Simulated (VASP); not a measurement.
Set up this calculation in VASP 6.6.1, as the native input.

| Quantity | Value |
| --- | --- |
| Task | single point |
| Functional | PBEsol |
| Potentials or basis | VASP PAW PBE potentials, release 64 (Cd, S) |
| Cutoff | 520 eV |
| k mesh | 6 × 6 × 6 |
| Occupations | gaussian, width 0.01 eV |
| Spin | no spin polarisation |
| Dipole correction | no |
| Further INCAR settings | ALGO = Normal; EDIFF = 1e-06; NBANDS = 16 |

The structure of CdS (Hawleyite) lies in POSCAR:

```
CdS
1.0
    0.0000000000      2.9124128447      2.9124128447
    2.9124128447      0.0000000000      2.9124128447
    2.9124128447      2.9124128447      0.0000000000
Cd S
1 1
Direct
    0.0000000000      0.0000000000      0.0000000000
    0.2500000000      0.2500000000      0.2500000000
```

One way to write it, as run:

INCAR

```
SYSTEM = CdS
  PREC = Accurate
  ENCUT = 520
  EDIFF = 1E-6
  ISMEAR = 0
  SIGMA = 0.01
  LREAL = .False.
  LASPH = .True.
  NELM = 80
  ALGO = Normal
  ISIF = 2
  LWAVE = .False.
  LCHARG = .False.
  GGA = PS
  NBANDS = 16
```

KPOINTS

```
regular mesh
0
Gamma
  6 6 6
  0 0 0
```

Potentials or basis: VASP PAW PBE potentials, release 64 (Cd, S).

Run with:

```bash
$ cat potpaw_PBE.64/Cd/POTCAR potpaw_PBE.64/S/POTCAR > POTCAR
$ mpirun -np 1 vasp_std > vasp.out
```

It gave:

```json
{
 "Pressure": "0.4 GPa",
 "Band gap on the k mesh": "1.02 eV, direct"
}
```

Caveat: the PAW data sets were made with another functional, which shifts forces and pressure a little.

It took 5.1 s on 1 thread of Intel(R) Xeon(R) 6975P-C (Granite Rapids), on a shared host, peak memory 0.17 GiB.
